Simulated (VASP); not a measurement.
A run of VASP 6.6.1:

INCAR

```
ALGO = Normal
EDIFF = 1E-6
ENCUT = 400
GGA = PE
GGA_COMPAT = F
ISIF = 2
ISMEAR = 0
IVDW = 12
LASPH = T
LCHARG = F
LREAL = F
LWAVE = F
NBANDS = 20
NELM = 120
NELMDL = -8
PREC = Accurate
SIGMA = 0.005
```

File KPOINTS:

```
k-points
0
Gamma
  1 1 1
```

The input POSCAR:

```
AlCl3
1.0
   13.5921454378      0.0000000000      0.0000000000
    0.0000000000     14.0921454378      0.0000000000
    0.0000000000      0.0000000000     14.5921454378
Al Cl
1 3
Direct
    0.5029591600      0.5047498900      0.5006993200
    0.4104941600      0.4307549400      0.5890134800
    0.5360619200      0.4491754900      0.3722766200
    0.5623275600      0.6343240200      0.5407912200
```

Potentials or basis: VASP PAW PBE potentials, release 64 (Al, Cl).

Launch:

```console
$ cat potpaw_PBE.64/Al/POTCAR potpaw_PBE.64/Cl/POTCAR > POTCAR
$ mpirun -np 1 vasp_gam > vasp.out
```

Hardware: 1 thread of Intel(R) Xeon(R) Platinum 8375C CPU @ 2.90GHz (Ice Lake), on a shared host.

**Question.** How long does it take, and how much memory?

**Answer.** It took 2 min on 1 thread of Intel(R) Xeon(R) Platinum 8375C CPU @ 2.90GHz (Ice Lake) (shared host), peak memory 1.3 GiB. Counts: scf iterations 26, k points 1.
